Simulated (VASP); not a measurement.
A run of VASP 6.6.1 is set up as follows.

File INCAR:

```
SYSTEM = H2C9
  PREC = Accurate
  ENCUT = 520
  EDIFF = 1E-7
  ISMEAR = 0
  SIGMA = 0.05
  LREAL = Auto
  LASPH = .True.
  NELM = 100
  ALGO = Normal
  ISIF = 2
  LWAVE = .False.
  LCHARG = .False.
  LDIPOL = .True.
  IDIPOL = 3
  DIPOL = 0.5 0.5 0.358
  GGA = CA
  NBANDS = 55
```

KPOINTS

```
regular mesh
0
Gamma
  10 5 1
  0 0 0
```

Contents of POSCAR:

```
H2C9
1.0
    2.4973154970      0.0000000000      0.0000000000
    0.0000000000      4.9946309939      0.0000000000
    0.0000000000      0.0000000000     20.5658806949
C H
18 4
Direct
    0.0000000000      0.2500000000      0.2262196243
    0.0000000000      0.7500000000      0.2262196243
    0.0000000000      0.5000000000      0.2691516229
    0.0000000000      0.0000000000      0.2691516229
    0.5000000000      0.5000000000      0.3120836215
    0.5000000000      0.0000000000      0.3120836215
    0.5000000000      0.7500000000      0.3550156201
    0.5000000000      0.2500000000      0.3550156201
    0.0000000000      0.7536034242      0.3964327374
    0.0000000000      0.2463989560      0.3964316454
    0.0000000000     -0.0000192092      0.4420950121
    0.0000000000      0.4999999554      0.4346980600
    0.5000000000     -0.0000069255      0.4865842434
    0.5000000000      0.5000020332      0.4737199498
    0.5000000000      0.2670164472      0.5239592533
    0.5000000000      0.7329288931      0.5239479324
    0.0000000000      0.3636048661      0.5546335562
    0.0000000000      0.6363985709      0.5546335562
   -0.2843917683      0.2504266612      0.1890712551
    0.2843917683      0.2504266612      0.1890712551
    0.2843917683      0.7495733388      0.1890712551
   -0.2843917683      0.7495733388      0.1890712551
```

Potentials or basis: VASP PAW LDA potentials, release 64 (C, H).

Launch:

```console
$ cat potpaw_LDA.64/C/POTCAR potpaw_LDA.64/H/POTCAR > POTCAR
$ mpirun -np 1 vasp_std > vasp.out
```

(1) Estimate the largest force.

(2) Predict the band gap on the k mesh.

## Answers

(1) 1.903 eV/Å.

(2) 1.20 eV.
